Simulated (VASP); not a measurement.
# CdSe (m.eA) (Cmc2_1) in VASP: single point with PBEsol

Aim: the single point of CdSe (m.eA) with PBEsol.

Program: VASP 6.6.1. These are calculated values, not measurements. Logs are shortened: lines on timing, memory, paths and dates and some standing lists are left out, and cuts for length are marked.

## 1. The cell of the first run

Symmetry: Cmc2_1, No. 36, orthorhombic system. Conventional cell: a = 4.161 Å, b = 7.656 Å, c = 6.787 Å, α = 90.00°, β = 90.00°, γ = 90.00°. Cd (site symmetry m) has 4 Se at 2.56 to 2.69 Å within 3.4 Å. Within 3.4 Å of Se (site symmetry m) lie 4 Cd at 2.56 to 2.69 Å.

## 2. Single point, PBEsol

INCAR reads:

```
ALGO = Normal
EDIFF = 1E-6
ENCUT = 500
GGA = PS
GGA_COMPAT = False
ISIF = 2
ISMEAR = 0
LASPH = True
LCHARG = True
LELF = True
LREAL = False
LVHAR = True
LWAVE = False
NBANDS = 46
NELM = 120
PREC = Accurate
SIGMA = 0.02
```

KPOINTS reads:

```
k-points
0
Gamma
  8 6 6
```

POSCAR reads:

```
CdSe
1.0
    4.1608655500      0.0000000000      0.0000000000
    0.0000000000      6.7867482172      0.0000000000
    0.0000000000      0.0000000000      7.6556576422
Cd Se
4 4
Direct
    0.5000000000      0.0000000000      0.0000000000
    1.0000000000      0.5000000000      0.1666680000
    1.0000000000      0.0000000000      0.5000041000
    0.5000000000      0.5000000000      0.6666587000
    0.5000000000      0.6230000000      0.0000000000
    1.0000000000      0.1230000000      0.1666680000
    1.0000000000      0.6230000000      0.5000041000
    0.5000000000      0.1230000000      0.6666587000
```

Potentials or basis: VASP PAW PBE potentials, release 64 (Cd, Se).

On the command line:

```console
$ cat potpaw_PBE.64/Cd/POTCAR potpaw_PBE.64/Se/POTCAR > POTCAR
$ mpirun -np 1 vasp_std > vasp.out
```

OUTCAR:

```text
EDIFF = 1E-6
   ENCUT = 500
   GGA = PS
   ISIF = 2
   ISMEAR = 0
   LASPH = True
   LREAL = False
   NELM = 120
   PREC = Accurate

 ion  position               nearest neighbor table
   1  0.500  0.000  0.000-   5 2.56   6 2.58   6 2.58   8 2.69
   2  0.000  0.500  0.167-   6 2.56   5 2.58   5 2.58   7 2.68
   3  0.000  0.000  0.500-   7 2.56   8 2.58   8 2.58   6 2.68
   4  0.500  0.500  0.667-   8 2.56   7 2.58   7 2.58   5 2.69
   5  0.500  0.623  0.000-   1 2.56   2 2.58   2 2.58   4 2.69
   6  0.000  0.123  0.167-   2 2.56   1 2.58   1 2.58   3 2.68
   7  0.000  0.623  0.500-   3 2.56   4 2.58   4 2.58   2 2.68
   8  0.500  0.123  0.667-   4 2.56   3 2.58   3 2.58   1 2.69

  LATTYP: Found a simple orthorhombic cell.
 ALAT       =     4.1608655500
 B/A-ratio  =     1.6310904872
 C/A-ratio  =     1.8399194952

  Lattice vectors:

 A1 = (   4.1608655500,   0.0000000000,   0.0000000000)
 A2 = (   0.0000000000,   6.7867482172,   0.0000000000)
 A3 = (   0.0000000000,   0.0000000000,   7.6556576422)

Analysis of symmetry for initial positions (statically):
=====================================================================
 Subroutine PRICEL returns:
 Original cell was already a primitive cell.

 Routine SETGRP: Setting up the symmetry group for a
 simple orthorhombic supercell.

 Subroutine GETGRP returns: Found  4 space group operations
 (whereof  2 operations were pure point group operations)
 out of a pool of  8 trial point group operations.

The static configuration has the point symmetry C_1h.
 The point group associated with its full space group is C_2v.

Analysis of symmetry for dynamics (positions and initial velocities):
=====================================================================
 Subroutine PRICEL returns:
 Original cell was already a primitive cell.

 Routine SETGRP: Setting up the symmetry group for a
 simple orthorhombic supercell.

 Subroutine GETGRP returns: Found  4 space group operations
 (whereof  2 operations were pure point group operations)
 out of a pool of  8 trial point group operations.

The dynamic configuration has the point symmetry C_1h.
 The point group associated with its full space group is C_2v.

 Subroutine INISYM returns: Found  4 space group operations
 (whereof  2 operations are pure point group operations),
 and found     1 'primitive' translations

----------------------------------------------------------------------------------------

                                     Primitive cell

  volume of cell :     216.1862

  direct lattice vectors                    reciprocal lattice vectors
     4.160865550  0.000000000  0.000000000     0.240334610  0.000000000  0.000000000
     0.000000000  6.786748217  0.000000000     0.000000000  0.147345970  0.000000000
     0.000000000  0.000000000  7.655657642     0.000000000  0.000000000  0.130622351

  length of vectors
     4.160865550  6.786748217  7.655657642     0.240334610  0.147345970  0.130622351

  position of ions in fractional coordinates (direct lattice)
     0.500000000  0.000000000  0.000000000
     0.000000000  0.500000000  0.166668000
     0.000000000  0.000000000  0.500004100
     0.500000000  0.500000000  0.666658700
     0.500000000  0.623000000  0.000000000
     0.000000000  0.123000000  0.166668000
     0.000000000  0.623000000  0.500004100
     0.500000000  0.123000000  0.666658700

  ion indices of the primitive-cell ions
   primitive index   ion index
                 1           1
                 2           2
                 3           3
                 4           4
                 5           5
                 6           6
                 7           7
                 8           8

----------------------------------------------------------------------------------------

 KPOINTS: k-points

Automatic generation of k-mesh.
 Grid dimensions read from file:
 generate k-points for:    8    6    6

 Generating k-lattice:

  Cartesian coordinates                     Fractional coordinates (reciprocal lattice)
     0.030041826  0.000000000  0.000000000     0.125000000  0.000000000  0.000000000
     0.000000000  0.024557662  0.000000000     0.000000000  0.166666667  0.000000000
     0.000000000  0.000000000  0.021770392     0.000000000  0.000000000  0.166666667

  Length of vectors
     0.030041826  0.024557662  0.021770392

  Shift w.r.t. Gamma in fractional coordinates (k-lattice)
     0.000000000  0.000000000  0.000000000

 Subroutine IBZKPT returns following result:
 ===========================================

 Found     80 irreducible k-points:

 Following reciprocal coordinates:
            Coordinates               Weight
  0.000000  0.000000  0.000000      1.000000
  0.125000  0.000000  0.000000      2.000000
  0.250000  0.000000  0.000000      2.000000
  0.375000  0.000000  0.000000      2.000000
  0.500000  0.000000  0.000000      1.000000
  0.000000  0.166667  0.000000      2.000000
[... 16 lines left out ...]
  0.250000  0.000000  0.166667      4.000000
  0.375000  0.000000  0.166667      4.000000
 [... further k-points ...]
   k-points           NKPTS =     80   k-points in BZ     NKDIM =     80   number of bands    NBANDS=     46
   number of dos      NEDOS =    301   number of ions     NIONS =      8
   total plane-waves  NPLWV =  84000
   dimension x,y,z NGX =    30 NGY =   50 NGZ =   56
   dimension x,y,z NGXF=    60 NGYF=  100 NGZF=  112
   ions per type =               4   4
   NGX,Y,Z   is equivalent  to a cutoff of  11.99, 12.25, 12.16 a.u.
   NGXF,Y,Z  is equivalent  to a cutoff of  23.97, 24.50, 24.32 a.u.
 SYSTEM =  unknown system
   PREC   = accura    normal or accurate (medium, high low for compatibility)
   ISTART =      0    job   : 0-new  1-cont  2-samecut
   ICHARG =      2    charge: 1-file 2-atom 10-const
   ISPIN  =      1    spin polarized calculation?
   LNONCOLLINEAR =      F non collinear calculations
   LSORBIT =      F    spin-orbit coupling
   LASPH  =      T    aspherical Exc in radial PAW
   ENCUT  =  500.0 eV  36.75 Ry    6.06 a.u.   7.59 12.37 13.96*2*pi/ulx,y,z
   NELM   =    120;   NELMIN=  2; NELMDL= -5     # of ELM steps
   EDIFF  = 0.1E-05   stopping-criterion for ELM
   LREAL  =      F    real-space projection
   EDIFFG = 0.1E-04   stopping-criterion for IOM
   NSW    =      0    number of steps for IOM
   IBRION =     -1    ionic relax: 0-MD 1-quasi-New 2-CG
   NFREE  =      0    steps in history (QN), initial steepest desc. (CG)
   ISIF   =      2    stress and relaxation
   ISYM   =      2    0-nonsym 1-usesym 2-fastsym
   POTIM  = 0.5000    time-step for ionic-motion
   TEBEG  =    0.0;   TEEND  =   0.0 temperature during run
   PSTRESS=    0.0 pullay stress
   NELECT =      72.0000    total number of electrons
   NUPDOWN=      -1.0000    fix difference up-down
   EMIN   =  10.00;   EMAX   =-10.00  energy-range for DOS
   EFERMI =   0.00;   METHOD = LEGACY
   ISMEAR =     0;   SIGMA  =   0.02  broadening in eV -4-tet -1-fermi 0-gaus
   EFERMI_NEDOS =   21; number of points for ismear=-14 and -15
   IALGO  =     38    algorithm
   IMIX   =      4    mixing-type and parameters
     AMIX     =   0.40;   BMIX     =  1.00
     AMIX_MAG =   1.60;   BMIX_MAG =  1.00
  volume/ion in A,a.u.               =      27.02       182.36
  Fermi-wavevector in a.u.,A,eV,Ry     =   1.134775  2.144413 17.520411  1.287714
  Thomas-Fermi vector in A             =   2.271479
   LORBIT       =      0    0 simple, 1 ext, 2 COOP (PROOUT), +10 PAW based schemes
   GGA     = PS    functional components
   LHFCALC =     F    Hartree Fock is set to
   AEXX    =    0.0000 exact exchange contribution
   IVDW    =     0    specifies the selected vdW correction
   LEPSILON=     F    determine dielectric tensor
   LRPA    =     F    only Hartree local field effects (RPA)
 non-spin polarized calculation
 Gauss-broadening in eV      SIGMA  =   0.02
  energy-cutoff  :      500.00
  volume of cell :      216.19
 maximum number of plane-waves:      5524
   NGX = 15   NGY = 25   NGZ = 27

 number of electron      71.9999993 magnetization

 Free energy of the ion-electron system (eV)
  ---------------------------------------------------
  ext. energy  EPLUGINS =         0.00000000
  ---------------------------------------------------
  free energy    TOTEN  =       -24.49133001 eV

  energy without entropy =      -24.49133001  energy(sigma->0) =      -24.49133001

 E-fermi :   1.3005     XC(G=0):  -9.2740

 val. band max:        1.2204031902   @ k =   0.0000   0.0000   0.0000
 cond. band min:       1.7634133003   @ k =   0.0000   0.0000   0.0000
 fundamental gap:      0.5430101102
 Fermi energy:         1.3005348978

 k-point     1 :       0.0000    0.0000    0.0000
  band No.  band energies     occupation
      1     -11.7305      2.00000
      2     -11.3635      2.00000
      3     -11.2798      2.00000
      4     -11.1872      2.00000
      5      -6.9381      2.00000
      6      -6.9109      2.00000
[... 38 lines left out ...]
     45       7.4640      0.00000
     46       7.8114      0.00000

 k-point     2 :       0.1250    0.0000    0.0000
  band No.  band energies     occupation
      1     -11.6876      2.00000
      2     -11.3391      2.00000
      3     -11.2617      2.00000
      4     -11.1860      2.00000
      5      -6.9197      2.00000
      6      -6.8871      2.00000
[... 38 lines left out ...]
     45       7.5907      0.00000
     46       7.6914      0.00000

 k-point     3 :       0.2500    0.0000    0.0000
  band No.  band energies     occupation
      1     -11.5743      2.00000
      2     -11.2785      2.00000
      3     -11.2191      2.00000
      4     -11.1912      2.00000
      5      -6.8737      2.00000
      6      -6.8534      2.00000
[... 38 lines left out ...]
     45       7.6405      0.00000
     46       7.7124      0.00000

 k-point     4 :       0.3750    0.0000    0.0000
  band No.  band energies     occupation
      1     -11.4307      2.00000
      2     -11.2240      2.00000
      3     -11.2128      2.00000
      4     -11.1806      2.00000
      5      -6.8431      2.00000
      6      -6.8196      2.00000
[... 920 lines left out ...]
     45       7.5334      0.00000
     46       7.6259      0.00000

 k-point    23 :       0.2500    0.0000    0.1667
  band No.  band energies     occupation
      1     -11.5578      2.00000
      2     -11.3079      2.00000
      3     -11.2140      2.00000
      4     -11.1837      2.00000
      5      -6.8712      2.00000
      6      -6.8514      2.00000
[... 38 lines left out ...]
     45       7.3436      0.00000
     46       8.0227      0.00000

 k-point    24 :       0.3750    0.0000    0.1667
  band No.  band energies     occupation
      1     -11.4204      2.00000
      2     -11.2566      2.00000
      3     -11.1917      2.00000
      4     -11.1790      2.00000
      5      -6.8385      2.00000
      6      -6.8259      2.00000
[... 38 lines left out ...]
     45       7.5145      0.00000
     46       7.7891      0.00000

 [... further k-points ...]
[... 5 lines left out ...]
  --------------------------------------------------------------------------------------
  -------------------------------------------------------------------------------------
  Total        5.6013162      6.5888097     -0.3641251      0.0000000      0.0000000      0.0000000
  in kB       41.5119134     48.8303257     -2.6985676      0.0000000      0.0000000      0.0000000
  external PRESSURE =      29.2145572 kB  Pullay stress =       0.0000000 kB

 VOLUME and BASIS-vectors are now :
 -----------------------------------------------------------------------------
  energy-cutoff  :      500.00
  volume of cell :      216.19
      direct lattice vectors                 reciprocal lattice vectors
     4.160865550  0.000000000  0.000000000     0.240334610  0.000000000  0.000000000
     0.000000000  6.786748217  0.000000000     0.000000000  0.147345970  0.000000000
     0.000000000  0.000000000  7.655657642     0.000000000  0.000000000  0.130622351

 POSITION                                       TOTAL-FORCE (eV/Angst)
 -----------------------------------------------------------------------------------
      2.08043      0.00000      0.00000         0.000000      0.223196     -0.334806
      0.00000      3.39337      1.27595         0.000000      0.223196      0.334806
      0.00000      0.00000      3.82786         0.000000      0.223050     -0.335116
      2.08043      3.39337      5.10371         0.000000      0.223050      0.335116
      2.08043      4.22814      0.00000         0.000000     -0.223194     -0.417555
      0.00000      0.83477      1.27595         0.000000     -0.223194      0.417555
      0.00000      4.22814      3.82786         0.000000     -0.223052     -0.417915
      2.08043      0.83477      5.10371         0.000000     -0.223052      0.417915
 -----------------------------------------------------------------------------------
    total drift:                                0.000000      0.000686     -0.029115

  FREE ENERGIE OF THE ION-ELECTRON SYSTEM (eV)
  ---------------------------------------------------
  free  energy   TOTEN  =       -24.4913300086 eV

  energy  without entropy=      -24.4913300086  energy(sigma->0) =      -24.49133001
```

It took 14 min on 1 thread of Intel Xeon 6975P-C, shared host; peak memory 0.67 GiB.

What came out:

```yaml
Free_energy: -24.4913 eV
Pressure: 2.9 GPa
Largest_force: 0.474 eV/Å
Band_gap_on_the_k_mesh: 0.54 eV
```

Forces on the atoms (eV/Å):
```
Cd   0.000  0.223 -0.335
Cd   0.000  0.223  0.335
Cd   0.000  0.223 -0.335
Cd   0.000  0.223  0.335
Se   0.000 -0.223 -0.418
Se   0.000 -0.223  0.418
Se   0.000 -0.223 -0.418
Se   0.000 -0.223  0.418
```

Caveat: the PAW data sets were made with another functional, which shifts forces and pressure a little. A hybrid or GW would open this gap; PBEsol tends to underestimate it.
